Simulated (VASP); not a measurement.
Wanted: the native input for a VASP 6.6.1 run.

* Task: single point
* Functional: PBEsol
* Potentials or basis: VASP PAW PBE potentials, release 64 (Pt, Mn_pv)
* Cutoff: 520 eV
* k mesh: 9 × 9 × 4
* Occupations: fermi-dirac, width 0.05 eV
* Spin: collinear spin, ferromagnetic start
* Starting moments: [0.0, 0.0, 6.0] μB
* Fixed moment: 6 μB
* Dipole correction: no
* Further INCAR settings: ALGO = Normal; EDIFF = 1e-06; NBANDS = 28

The structure of MnPt2 lies in POSCAR:

```
MnPt2
1.0
    2.8584044518      0.0000000000      0.0000000000
   -1.4292022259      2.4754508696      0.0000000000
    0.0000000000      0.0000000000      6.5325040000
Pt Mn
2 1
Direct
    0.6666666667      0.3333333333      0.3162060000
    0.3333333333      0.6666666667      0.6837940000
    0.0000000000      0.0000000000      0.0000000000
```

The input as run:

INCAR

```
SYSTEM = MnPt2
PREC = Accurate
ENCUT = 520
EDIFF = 1E-6
ISMEAR = -1
SIGMA = 0.05
LREAL = .False.
LASPH = .True.
NELM = 150
ALGO = Normal
ISIF = 2
LWAVE = .False.
LCHARG = .False.
ISPIN = 2
MAGMOM = 0 0 6
LORBIT = 11
NUPDOWN = 6.0
LMAXMIX = 4
GGA = PS
NBANDS = 28
```

KPOINTS

```
regular mesh
0
Gamma
  9 9 4
  0 0 0
```

Potentials or basis: VASP PAW PBE potentials, release 64 (Pt, Mn_pv).

Run with:

```sh
$ cat potpaw_PBE.64/Pt/POTCAR potpaw_PBE.64/Mn_pv/POTCAR > POTCAR
$ mpirun -np 1 vasp_std > vasp.out
```

It gave:

The pressure is -2.7 GPa, the largest force is 0.310 eV/Å and the net moment is 6.00 μB per cell. The site moments are Pt +0.83; Mn +4.02 μB and the valence electrons inside the program's atomic spheres are Pt 9.21; Mn 11.56.

Caveat: the stress differs along the axes, from -5 to 1 GPa; the PAW data sets were made with another functional, which shifts forces and pressure a little; the total moment is fixed, so each spin has its own Fermi level and the state may be an excited one.

Wall time 100 s on 1 thread of Intel(R) Xeon(R) Platinum 8175M CPU @ 2.50GHz (Skylake/Cascade Lake), with other jobs on the host, peak memory 0.25 GiB.
